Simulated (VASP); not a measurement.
Input of a VASP 6.6.1 run:

The input INCAR:

```
PREC = Accurate ; ENCUT = 600
EDIFF = 1E-6 ; ISMEAR = 0
SIGMA = 0.2 ; LREAL = F
LASPH = T ; NELM = 120
ALGO = Normal ; ISIF = 2
LWAVE = F ; LCHARG = T
GGA = PE ; LELF = T
LVHAR = T ; NBANDS = 34
GGA_COMPAT = F
```

File KPOINTS:

```
Automatic mesh
0
Gamma
  7 7 2
```

File POSCAR:

```
Be3Cd2O3
1.0
    2.7684736518      0.0000000000      0.0000000000
   -1.3842368259      2.3975685121      0.0000000000
    0.0000000000      0.0000000000     15.6634886656
Be Cd O
3 2 3
Direct
    0.0000000000      0.0000000000      0.3426055113
    0.3333333333      0.6666666667      0.1877712559
    0.0000000000      0.0000000000      0.0280503889
    0.0000000000      0.0000000000      0.5972945293
    0.6666666667      0.3333333333      0.7825576843
    0.0000000000      0.0000000000      0.1872589419
    0.3333333333      0.6666666667      0.0258473355
    0.3333333333      0.6666666667      0.3455143529
```

Potentials or basis: VASP PAW PBE potentials, release 64 (Be, Cd, O).

The run is started by

```bash
$ cat potpaw_PBE.64/Be/POTCAR potpaw_PBE.64/Cd/POTCAR potpaw_PBE.64/O/POTCAR > POTCAR
$ mpirun -np 1 vasp_std > vasp.out
```

(1) Predict the largest force.

(2) What does it give for the band gap on the k mesh?

(3) What does it give for the pressure?

Answers

(1) 0.040 eV/Å.

(2) zero (band 24 reaches 4.39 eV, above the bottom of band 25 at 1.29 eV).

(3) 0.5 GPa.

Caveat: the k points lie up to 0.37 Å⁻¹ apart.
